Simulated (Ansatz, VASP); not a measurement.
# Hf in VASP and in Ansatz

```xyz
1
Lattice="0.0000 2.1799 2.1799 2.1799 0.0000 2.1799 2.1799 2.1799 0.0000" Properties=species:S:1:pos:R:3 pbc="T T T"
Hf    0.0000    0.0000    0.0000
```

Alike in both runs: functional LDA; k mesh 16 × 16 × 16; occupations gaussian, width 0.1 eV; no spin polarisation.

Ansatz relaxed the structure, and its values are those at the end. VASP's run is a single point on that final structure, the one shown.

```csv
,VASP,Ansatz
version,VASP 6.6.1,Ansatz 0.2.0
potentials or method,"VASP PAW LDA potentials, release 64 (Hf_pv), cutoff 520 eV","scalar-relativistic, plane waves, PAW"
valence electrons in the cell,10,26
```

Ansatz gave:

```
gap on the k mesh at the Fermi level (eV) : none
pressure (GPa)                            : 0.0
```

Problem. Estimate VASP's values.

Solution. gap on the k mesh at the Fermi level (eV): none; pressure (GPa): 0.1.

LDA's correlation is that of Perdew and Zunger in VASP and of Perdew and Wang (1992) in Ansatz. A gap of «none» marks a metal or a gap that the smearing closes. VASP's potentials hold 10 valence electrons a cell and Ansatz's 26, so a difference there can come from the potentials and not from the codes.

Neither program's run includes spin-orbit coupling.
